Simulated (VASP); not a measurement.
# Se (Pm-3m) in VASP: a series of runs

Se is run at these levels: PBEsol; tasks: single point, relaxation of cell and atoms.

Program: VASP 6.6.1. These are calculated values, not measurements. Logs are shortened: lines on timing, memory, paths and dates and some standing lists are left out, and cuts for length are marked.

### Step 1. The cell of the first run

Symmetry: Pm-3m, No. 221, cubic system. The conventional cell has a = 2.792 Å, b = 2.792 Å, c = 2.792 Å, α = 90.00°, β = 90.00°, γ = 90.00°. Within 3.7 Å of Se (site symmetry m-3m) lie 6 Se at 2.79 Å.

### Step 2. Single point, PBEsol

Contents of INCAR:

```
SYSTEM = Se
ALGO     = Normal         ! electronic algorithm
EDIFF    = 1E-6           ! SCF threshold, eV
ENCUT    = 520            ! plane-wave cutoff, eV
GGA      = PS             ! functional
ISIF     = 2              ! what is computed and relaxed
ISMEAR   = -1             ! smearing method
LASPH    = .True.         ! aspherical terms in the spheres
LCHARG   = .False.        ! write CHGCAR
LREAL    = .False.        ! projectors in reciprocal space
LWAVE    = .False.        ! write WAVECAR
NBANDS   = 9              ! bands
NELM     = 80             ! most SCF steps
PREC     = Accurate       ! precision mode
SIGMA    = 0.1            ! smearing width, eV
```

Contents of KPOINTS:

```
k-points
0
Gamma
  8 8 8
  0 0 0
```

Contents of POSCAR:

```
Se
1.0
    2.7924462735      0.0000000000      0.0000000000
    0.0000000000      2.7924462735      0.0000000000
    0.0000000000      0.0000000000      2.7924462735
Se
1
Direct
    0.0000000000      0.0000000000      0.0000000000
```

Potentials or basis: VASP PAW PBE potentials, release 64 (Se).

Launch:

```bash
$ cat potpaw_PBE.64/Se/POTCAR > POTCAR
$ mpirun -np 1 vasp_std > vasp.out
```

OUTCAR:

```text
SYSTEM = Se
   EDIFF = 1E-6
   ENCUT = 520
   GGA = PS
   ISIF = 2
   ISMEAR = -1
   LASPH = .True.
   LREAL = .False.
   NELM = 80
   PREC = Accurate

 ion  position               nearest neighbor table
   1  0.000  0.000  0.000-

  LATTYP: Found a simple cubic cell.
 ALAT       =     2.7924462735

  Lattice vectors:

 A1 = (   2.7924462735,   0.0000000000,   0.0000000000)
 A2 = (   0.0000000000,   2.7924462735,   0.0000000000)
 A3 = (   0.0000000000,   0.0000000000,   2.7924462735)

Analysis of symmetry for initial positions (statically):
=====================================================================
 Subroutine PRICEL returns:
 Original cell was already a primitive cell.

 Routine SETGRP: Setting up the symmetry group for a
 simple cubic supercell.

 Subroutine GETGRP returns: Found 48 space group operations
 (whereof 48 operations were pure point group operations)
 out of a pool of 48 trial point group operations.

The static configuration has the point symmetry O_h .

Analysis of symmetry for dynamics (positions and initial velocities):
=====================================================================
 Subroutine PRICEL returns:
 Original cell was already a primitive cell.

 Routine SETGRP: Setting up the symmetry group for a
 simple cubic supercell.

 Subroutine GETGRP returns: Found 48 space group operations
 (whereof 48 operations were pure point group operations)
 out of a pool of 48 trial point group operations.

The dynamic configuration has the point symmetry O_h .

 Subroutine INISYM returns: Found 48 space group operations
 (whereof 48 operations are pure point group operations),
 and found     1 'primitive' translations

----------------------------------------------------------------------------------------

                                     Primitive cell

  volume of cell :      21.7748

  direct lattice vectors                    reciprocal lattice vectors
     2.792446273  0.000000000  0.000000000     0.358108949  0.000000000  0.000000000
     0.000000000  2.792446273  0.000000000     0.000000000  0.358108949  0.000000000
     0.000000000  0.000000000  2.792446273     0.000000000  0.000000000  0.358108949

  length of vectors
     2.792446273  2.792446273  2.792446273     0.358108949  0.358108949  0.358108949

  position of ions in fractional coordinates (direct lattice)
     0.000000000  0.000000000  0.000000000

  ion indices of the primitive-cell ions
   primitive index   ion index
                 1           1

----------------------------------------------------------------------------------------

 KPOINTS: k-points

Automatic generation of k-mesh.
 Grid dimensions read from file:
 generate k-points for:    8    8    8

 Generating k-lattice:

  Cartesian coordinates                     Fractional coordinates (reciprocal lattice)
     0.044763619  0.000000000  0.000000000     0.125000000  0.000000000  0.000000000
     0.000000000  0.044763619  0.000000000     0.000000000  0.125000000  0.000000000
     0.000000000  0.000000000  0.044763619     0.000000000  0.000000000  0.125000000

  Length of vectors
     0.044763619  0.044763619  0.044763619

  Shift w.r.t. Gamma in fractional coordinates (k-lattice)
     0.000000000  0.000000000  0.000000000

 Subroutine IBZKPT returns following result:
 ===========================================

 Found     35 irreducible k-points:

 Following reciprocal coordinates:
            Coordinates               Weight
  0.000000  0.000000  0.000000      1.000000
  0.125000  0.000000  0.000000      6.000000
  0.250000  0.000000  0.000000      6.000000
  0.375000  0.000000  0.000000      6.000000
  0.500000  0.000000  0.000000      3.000000
  0.125000  0.125000  0.000000     12.000000
[... 16 lines left out ...]
  0.375000  0.375000  0.125000     24.000000
  0.500000  0.375000  0.125000     24.000000
 [... further k-points ...]
   k-points           NKPTS =     35   k-points in BZ     NKDIM =     35   number of bands    NBANDS=      9
   number of dos      NEDOS =    301   number of ions     NIONS =      1
   total plane-waves  NPLWV =  13824
   dimension x,y,z NGX =    24 NGY =   24 NGZ =   24
   dimension x,y,z NGXF=    48 NGYF=   48 NGZF=   48
   ions per type =               1
   NGX,Y,Z   is equivalent  to a cutoff of  14.29, 14.29, 14.29 a.u.
   NGXF,Y,Z  is equivalent  to a cutoff of  28.58, 28.58, 28.58 a.u.
 SYSTEM =  Se
   PREC   = accura    normal or accurate (medium, high low for compatibility)
   ISTART =      0    job   : 0-new  1-cont  2-samecut
   ICHARG =      2    charge: 1-file 2-atom 10-const
   ISPIN  =      1    spin polarized calculation?
   LNONCOLLINEAR =      F non collinear calculations
   LSORBIT =      F    spin-orbit coupling
   LASPH  =      T    aspherical Exc in radial PAW
   ENCUT  =  520.0 eV  38.22 Ry    6.18 a.u.   5.19  5.19  5.19*2*pi/ulx,y,z
   NELM   =     80;   NELMIN=  2; NELMDL= -5     # of ELM steps
   EDIFF  = 0.1E-05   stopping-criterion for ELM
   LREAL  =      F    real-space projection
   EDIFFG = 0.1E-04   stopping-criterion for IOM
   NSW    =      0    number of steps for IOM
   IBRION =     -1    ionic relax: 0-MD 1-quasi-New 2-CG
   NFREE  =      0    steps in history (QN), initial steepest desc. (CG)
   ISIF   =      2    stress and relaxation
   ISYM   =      2    0-nonsym 1-usesym 2-fastsym
   POTIM  = 0.5000    time-step for ionic-motion
   TEBEG  =    0.0;   TEEND  =   0.0 temperature during run
   PSTRESS=    0.0 pullay stress
   NELECT =       6.0000    total number of electrons
   NUPDOWN=      -1.0000    fix difference up-down
   EMIN   =  10.00;   EMAX   =-10.00  energy-range for DOS
   EFERMI =   0.00;   METHOD = LEGACY
   ISMEAR =    -1;   SIGMA  =   0.10  broadening in eV -4-tet -1-fermi 0-gaus
   EFERMI_NEDOS =   21; number of points for ismear=-14 and -15
   IALGO  =     38    algorithm
   IMIX   =      4    mixing-type and parameters
     AMIX     =   0.40;   BMIX     =  1.00
     AMIX_MAG =   1.60;   BMIX_MAG =  1.00
  volume/ion in A,a.u.               =      21.77       146.94
  Fermi-wavevector in a.u.,A,eV,Ry     =   1.065304  2.013134 15.440893  1.134874
  Thomas-Fermi vector in A             =   2.200852
   LORBIT       =      0    0 simple, 1 ext, 2 COOP (PROOUT), +10 PAW based schemes
   GGA     = PS    functional components
   LHFCALC =     F    Hartree Fock is set to
   AEXX    =    0.0000 exact exchange contribution
   IVDW    =     0    specifies the selected vdW correction
   LEPSILON=     F    determine dielectric tensor
   LRPA    =     F    only Hartree local field effects (RPA)
 non-spin polarized calculation
  energy-cutoff  :      520.00
  volume of cell :       21.77
 maximum number of plane-waves:       624
 NGX is ok and might be reduce to    24
   NGX = 11   NGY = 11   NGZ = 11

 number of electron       6.0000000 magnetization

 Free energy of the ion-electron system (eV)
  ---------------------------------------------------
  ext. energy  EPLUGINS =         0.00000000
  ---------------------------------------------------
  free energy    TOTEN  =        -3.76470983 eV

  energy without entropy =       -3.74889552  energy(sigma->0) =       -3.75680267

 E-fermi :   5.0965     XC(G=0): -10.2442

 val. band max:        4.9857930227   @ k =   0.5000   0.5000   0.2500
 cond. band min:       5.1474983455   @ k =   0.2500   0.1250   0.0000
 fundamental gap:      0.1617053228
 Fermi energy:         5.0965022730

 k-point     1 :       0.0000    0.0000    0.0000
  band No.  band energies     occupation
      1     -11.3482      2.00000
      2       6.4870      0.00000
      3       6.4870      0.00000
      4       6.4870      0.00000
      5      12.7054      0.00000
      6      12.7054      0.00000
      7      12.8920      0.00000
      8      27.6225      0.00000
      9      27.6225      0.00000

 k-point     2 :       0.1250    0.0000    0.0000
  band No.  band energies     occupation
      1     -11.1170      2.00000
      2       4.3872      1.99834
      3       6.6694      0.00000
      4       6.6694      0.00000
      5      12.9366      0.00000
      6      13.1050      0.00000
      7      15.3262      0.00000
      8      24.7204      0.00000
      9      24.7204      0.00000

 k-point     3 :       0.2500    0.0000    0.0000
  band No.  band energies     occupation
      1     -10.4686      2.00000
      2       1.2453      2.00000
      3       7.1557      0.00000
      4       7.1557      0.00000
      5      13.5895      0.00000
      6      13.9226      0.00000
      7      19.2541      0.00000
      8      21.6253      0.00000
      9      21.6253      0.00000

 k-point     4 :       0.3750    0.0000    0.0000
  band No.  band energies     occupation
      1      -9.6095      2.00000
      2      -1.2506      2.00000
      3       7.7305      0.00000
      4       7.7305      0.00000
      5      14.4709      0.00000
      6      15.2619      0.00000
      7      19.2535      0.00000
      8      19.4372      0.00000
      9      19.4372      0.00000
[... 205 lines left out ...]
 k-point    22 :       0.5000    0.2500    0.1250
  band No.  band energies     occupation
      1      -8.0311      2.00000
      2      -1.2240      2.00000
      3       3.4116      2.00000
      4       6.8905      0.00000
      5      11.2990      0.00000
      6      15.8066      0.00000
      7      18.7078      0.00000
      8      20.5925      0.00000
      9      23.9067      0.00000

 k-point    23 :       0.3750    0.3750    0.1250
  band No.  band energies     occupation
      1      -7.6477      2.00000
      2       0.5428      2.00000
      3       0.6170      2.00000
      4       7.1824      0.00000
      5       9.8255      0.00000
      6      17.0843      0.00000
      7      17.8993      0.00000
      8      19.9702      0.00000
      9      24.9574      0.00000

 k-point    24 :       0.5000    0.3750    0.1250
  band No.  band energies     occupation
      1      -7.1739      2.00000
      2      -0.4396      2.00000
      3       0.9880      2.00000
      4       7.4952      0.00000
      5       8.8603      0.00000
      6      16.7547      0.00000
      7      18.0210      0.00000
      8      20.4138      0.00000
      9      23.8658      0.00000

 [... further k-points ...]
[... 5 lines left out ...]
  --------------------------------------------------------------------------------------
  -------------------------------------------------------------------------------------
  Total        0.0089308      0.0089308      0.0089308     -0.0000000     -0.0000000      0.0000000
  in kB        0.6571224      0.6571224      0.6571224     -0.0000000     -0.0000000      0.0000000
  external PRESSURE =       0.6571224 kB  Pullay stress =       0.0000000 kB

 VOLUME and BASIS-vectors are now :
 -----------------------------------------------------------------------------
  energy-cutoff  :      520.00
  volume of cell :       21.77
      direct lattice vectors                 reciprocal lattice vectors
     2.792446273  0.000000000  0.000000000     0.358108949  0.000000000  0.000000000
     0.000000000  2.792446273  0.000000000     0.000000000  0.358108949  0.000000000
     0.000000000  0.000000000  2.792446273     0.000000000  0.000000000  0.358108949

 POSITION                                       TOTAL-FORCE (eV/Angst)
 -----------------------------------------------------------------------------------
      0.00000      0.00000      0.00000         0.000000      0.000000      0.000000
 -----------------------------------------------------------------------------------
    total drift:                               -0.000000      0.000000      0.000000

  FREE ENERGIE OF THE ION-ELECTRON SYSTEM (eV)
  ---------------------------------------------------
  free  energy   TOTEN  =        -3.7647098278 eV

  energy  without entropy=       -3.7488955196  energy(sigma->0) =       -3.75680267
```

It took 9.6 s on 1 thread of Intel Xeon 6975P-C, shared host; peak memory 0.13 GiB.

Results:

```
Free energy            : -3.7647 eV
Pressure               : 0.1 GPa
Band gap on the k mesh : zero (band 3 reaches 8.01 eV, above the bottom of band 4 at 1.57 eV)
```

Caveat: the PAW data sets were made with another functional, which shifts forces and pressure a little.

### Step 3. Single point, PBEsol

Contents of INCAR:

```
SYSTEM = Se
  ALGO = Normal
  EDIFF = 1E-7
  ENCUT = 520
  GGA = PS
  ISIF = 2
  ISMEAR = -1
  LASPH = .True.
  LCHARG = .True.
  LELF = .True.
  LREAL = .False.
  LVHAR = .True.
  LWAVE = .False.
  NBANDS = 9
  NELM = 60
  PREC = Accurate
  SIGMA = 0.1
```

Contents of KPOINTS:

```
k-points
0
Gamma
  11 11 11
  0 0 0
```

POSCAR is that of step 2.

Potentials or basis: VASP PAW PBE potentials, release 64 (Se).

Launch:

```bash
$ cat potpaw_PBE.64/Se/POTCAR > POTCAR
$ mpirun -np 1 vasp_std > vasp.out
```

Wall time 13 s (1 thread of Intel Xeon 6975P-C, shared host); peak memory 0.14 GiB.

It converged, with:

```yaml
Free_energy: -3.7663 eV
Pressure: -0.4 GPa
Band_gap_on_the_k_mesh: zero (band 3 reaches 7.96 eV, above the bottom of band 4 at 1.65 eV)
```

Levels at points of the mesh, in eV from the Fermi level:
```tsv
k point	band 1	band 2	band 3	band 4	band 5	band 6	band 7	band 8
(0.00, 0.00, 0.00)	-16.37	1.47	1.47	1.47	7.69	7.69	7.88	22.61
```

Caveat: the PAW data sets were made with another functional, which shifts forces and pressure a little.

### Step 4. Relaxation of cell and atoms, PBEsol

This run uses another cell than the first one, of 22.20 Å³/atom, 1.020 times its volume.

Contents of INCAR:

```
PREC = Accurate
ENCUT = 600
EDIFF = 1E-6
ISMEAR = -1
SIGMA = 0.1
LREAL = F
LASPH = T
NELM = 60
ALGO = Normal
ISIF = 3
LWAVE = F
LCHARG = F
GGA = PS
IBRION = 2
NSW = 60
EDIFFG = -0.02
```

Contents of KPOINTS:

```
regular mesh
0
Gamma
  8 8 8
```

Contents of POSCAR:

```
Se
1.0
    2.8105630000      0.0000000000      0.0000000000
    0.0000000000      2.8105630000      0.0000000000
    0.0000000000      0.0000000000      2.8105630000
Se
1
Direct
    0.0000000000      0.0000000000      0.0000000000
```

Potentials or basis: VASP PAW PBE potentials, release 64 (Se).

Launch:

```bash
$ cat potpaw_PBE.64/Se/POTCAR > POTCAR
$ mpirun -np 1 vasp_std > vasp.out
```

OUTCAR:

```text
PREC = Accurate
   ENCUT = 600
   EDIFF = 1E-6
   ISMEAR = -1
   LREAL = F
   LASPH = T
   NELM = 60
   ISIF = 3
   GGA = PS
   IBRION = 2
   NSW = 60
   EDIFFG = -0.02

 ion  position               nearest neighbor table
   1  0.000  0.000  0.000-

  LATTYP: Found a simple cubic cell.
 ALAT       =     2.8105630000

  Lattice vectors:

 A1 = (   2.8105630000,   0.0000000000,   0.0000000000)
 A2 = (   0.0000000000,   2.8105630000,   0.0000000000)
 A3 = (   0.0000000000,   0.0000000000,   2.8105630000)

Analysis of symmetry for initial positions (statically):
=====================================================================
 Subroutine PRICEL returns:
 Original cell was already a primitive cell.

 Routine SETGRP: Setting up the symmetry group for a
[... 243 lines left out ...]
  free energy    TOTEN  =        -3.76477364 eV

  energy without entropy =       -3.74896056  energy(sigma->0) =       -3.75686710

 E-fermi :   5.0885     XC(G=0): -10.2413

 val. band max:        4.9769901974   @ k =   0.5000   0.5000   0.2500
 cond. band min:       5.1395899051   @ k =   0.2500   0.1250   0.0000
 fundamental gap:      0.1625997077
 Fermi energy:         5.0885126576

 k-point     1 :       0.0000    0.0000    0.0000
  band No.  band energies     occupation
      1     -11.3502      2.00000
      2       6.4779      0.00000
      3       6.4779      0.00000
      4       6.4779      0.00000
      5      12.6981      0.00000
      6      12.6981      0.00000
      7      12.8801      0.00000
[... 221 lines left out ...]
 k-point    24 :       0.5000    0.3750    0.1250
  band No.  band energies     occupation
      1      -7.1805      2.00000
      2      -0.4432      2.00000
      3       0.9830      2.00000
      4       7.4846      0.00000
      5       8.8553      0.00000
      6      16.7454      0.00000
      7      18.0103      0.00000

 [... further k-points ...]
[... 5 lines left out ...]
  --------------------------------------------------------------------------------------
  -------------------------------------------------------------------------------------
  Total        0.0001497      0.0001497      0.0001497      0.0000000      0.0000000      0.0000000
  in kB        0.0110078      0.0110078      0.0110078      0.0000000      0.0000000      0.0000000
  external PRESSURE =       0.0110078 kB  Pullay stress =       0.0000000 kB
[... 16 lines left out ...]
  FREE ENERGIE OF THE ION-ELECTRON SYSTEM (eV)
  ---------------------------------------------------
  free  energy   TOTEN  =        -3.7647736444 eV

  energy  without entropy=       -3.7489605559  energy(sigma->0) =       -3.75686710

 reached required accuracy - stopping structural energy minimisation
```

OSZICAR:

```text
N       E                     dE             d eps       ncg     rms          rms(c)
DAV:   1     0.123878573960E+02    0.12388E+02   -0.32631E+03   490   0.828E+02
DAV:   2    -0.349391334387E+01   -0.15882E+02   -0.15364E+02   707   0.884E+01
DAV:   3    -0.376117619332E+01   -0.26726E+00   -0.26617E+00   595   0.132E+01
[... 16 lines left out ...]
DAV:   1    -0.376642057946E+01   -0.23095E-02   -0.47671E-02   490   0.142E+00    0.217E-01
DAV:   2    -0.376520866903E+01    0.12119E-02   -0.12494E-03   504   0.264E-01    0.113E-01
DAV:   3    -0.376477211794E+01    0.43655E-03   -0.13628E-03   490   0.221E-01    0.280E-02
DAV:   4    -0.376477349345E+01   -0.13755E-05   -0.55984E-06   539   0.241E-02    0.106E-02
DAV:   5    -0.376477364435E+01   -0.15091E-06   -0.84363E-07   336   0.669E-03
   3 F= -.37647736E+01 E0= -.37568671E+01  d E =-.192508E-02
```

CONTCAR:

```text
Se
   1.00000000000000
     2.7930579455670053   -0.0000000000000000   -0.0000000000000000
    -0.0000000000000000    2.7930579455670053   -0.0000000000000000
    -0.0000000000000000   -0.0000000000000000    2.7930579455670053
  Se
     1
Direct
     0.0000000000000000    0.0000000000000000    0.0000000000000000

  0.00000000E+00  0.00000000E+00  0.00000000E+00
```

Run time: 17 s. Hardware: 1 thread of Intel Xeon 6975P-C, shared host; peak memory 0.14 GiB.

Results:

* Free energy: -3.7648 eV
* Relaxed volume: 21.79 Å³/atom
* Relaxed cell: a = 2.793 Å, b = 2.793 Å, c = 2.793 Å, α = 90.00°, β = 90.00°, γ = 90.00°
* Space group after relaxing (to 0.05 Å): Pm-3m (No. 221)
* Energy gained by relaxing: 1.9 meV/atom
* Ionic steps: 3
* Pressure after relaxing: 0.0 GPa
* Band gap on the k mesh: zero (band 3 reaches 8.00 eV, above the bottom of band 4 at 1.57 eV)

Step by step:
| step | energy change (eV) | largest force (eV/Å) | pressure (GPa) | volume (Å³) |
| --- | --- | --- | --- | --- |
| 1 | 0.0000 | 0.0000 | -1.47 | 22.20 |
| 2 | -0.0013 | 0.0000 | 0.92 | 21.55 |
| 3 | -0.0019 | 0.0000 | 0.00 | 21.79 |

Final structure:
```
Se
1.0
     2.79306    0.00000    0.00000
     0.00000    2.79306    0.00000
     0.00000    0.00000    2.79306
Se
1
Direct
  0.00000 0.00000 0.00000
```

Caveat: the PAW data sets were made with another functional, which shifts forces and pressure a little.

### Step 5. Summary

| task | cell | k mesh | cutoff (eV) | gap on the mesh (eV) | pressure (GPa) |
| --- | --- | --- | --- | --- | --- |
| single point | a = 2.792 Å, 1 atom | 8 × 8 × 8 | 520 | none | 0.1 |
| single point | a = 2.792 Å, 1 atom | 11 × 11 × 11 | 520 | none | -0.4 |
| relaxation of cell and atoms | relaxed from a = 2.811 Å, 1 atom | 8 × 8 × 8 | 600 | none | 0.0 |

Alike in all rows: level PBEsol; potentials or basis VASP PAW PBE potentials, release 64 (Se); no spin polarisation; smearing fermi-dirac 0.1 eV.

Caveats: the PAW data sets were made with another functional, which shifts forces and pressure a little.

Absolute energies hang on the potentials; compare differences alone.
